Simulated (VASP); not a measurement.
Li4SiN: single point with PBE

Li4SiN:

```
Li Si N
1.0
     0.00000    3.93493    3.93493
     3.93493    0.00000    3.93493
     3.93493    3.93493    0.00000
Li Si N
4 1 1
Direct
  0.87186 0.38441 0.87186
  0.87186 0.87186 0.87186
  0.38441 0.87186 0.87186
  0.87186 0.87186 0.38441
  0.25000 0.25000 0.25000
  0.00000 0.00000 0.00000
```

The cell was generated, and may not be a known phase.

```
Program             : VASP 6.6.1
Task                : single point
Functional          : PBE
Potentials or basis : VASP PAW PBE potentials, release 64 (Li_sv, Si, N)
Cutoff              : 520 eV
k mesh              : 4 × 4 × 4
Occupations         : gaussian, width 0.1 eV
Spin                : collinear spin, ferromagnetic start
Starting moments    : [0.0, 0.0, 0.0, 0.0, 0.0, 1.0] μB
```

* Largest force: 0.046 eV/Å
* Net moment: -0.06 μB per cell
* Valence electrons inside the program's atomic spheres: Li 2.12; Si 1.48; N 3.64

Forces on the atoms (eV/Å):
```
Li   0.027 -0.027  0.027
Li  -0.027 -0.027 -0.027
Li  -0.027  0.027  0.027
Li   0.027  0.027 -0.027
Si   0.000  0.000  0.000
N    0.000  0.000  0.000
```

Levels at points of the mesh, in eV from the Fermi level:
Spin up:
```tsv
k point	band 8	band 9	band 10	band 11	band 12	band 13
(0.00, 0.00, 0.00)	-1.79	-1.79	-0.08	0.29	0.29	0.29
(0.50, 0.00, 0.00)	-1.90	-1.90	-0.74	0.41	0.41	1.98
(0.50, 0.50, 0.00)	-2.17	-1.22	-1.17	-0.06	0.59	0.59
```
Spin down:
| k point | band 6 | band 7 | band 8 | band 9 | band 10 | band 11 | band 12 | band 13 | band 14 | band 15 |
| --- | --- | --- | --- | --- | --- | --- | --- | --- | --- | --- |
| (0.00, 0.00, 0.00) | -6.74 | -1.81 | -1.81 | -1.81 | -0.12 | 0.28 | 0.28 | 0.28 | 4.10 | 4.10 |
| (0.50, 0.00, 0.00) | -6.77 | -2.15 | -1.92 | -1.92 | -0.77 | 0.39 | 0.39 | 1.95 | 2.71 | 3.13 |
| (0.50, 0.50, 0.00) | -6.77 | -2.18 | -2.18 | -1.23 | -1.19 | -0.10 | 0.57 | 0.57 | 3.40 | 5.37 |

Run time: 73 s on 1 thread of Intel(R) Xeon(R) Platinum 8259CL CPU @ 2.50GHz (Skylake/Cascade Lake), with other jobs on the host, peak memory 0.31 GiB.
